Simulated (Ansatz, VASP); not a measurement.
# SnPbO2 in VASP and in Ansatz

```
CELL_PARAMETERS angstrom
3.94424 0.00000 0.00000
0.00000 3.94424 0.00000
0.00000 0.00000 5.19088
ATOMIC_POSITIONS crystal
Sn 0.50000 0.50000 0.21577
Pb 0.00000 0.00000 0.76093
O 0.50000 0.00000 0.01165
O 0.00000 0.50000 0.01165
```

Alike in both runs: functional PBE; k mesh 4 × 4 × 4; occupations gaussian, width 0.1 eV; no spin polarisation.

Ansatz relaxed the structure, and its values are those at the end. VASP's run is a single point on that final structure, the one shown.

|  | VASP | Ansatz |
| --- | --- | --- |
| version | VASP 6.6.1 | Ansatz 0.2.0 |
| potentials or method | VASP PAW PBE potentials, release 64 (Sn_d, Pb_d, O), cutoff 520 eV | scalar-relativistic, plane waves, PAW |
| valence electrons in the cell | 40 | 40 |

```csv
,VASP,Ansatz,Ansatz less VASP
gap on the k mesh at the Fermi level (eV),1.04,1.04,-0.008
least direct gap on the mesh (eV),2.07,2.09,+0.020
pressure (GPa),0.3,0.2,-0.12
rms of the force components (eV/Å),0.025,0.009,-0.0158
```

With one functional, cell and mesh, what is left measures potentials, basis and numerics.

Neither program's run includes spin-orbit coupling.
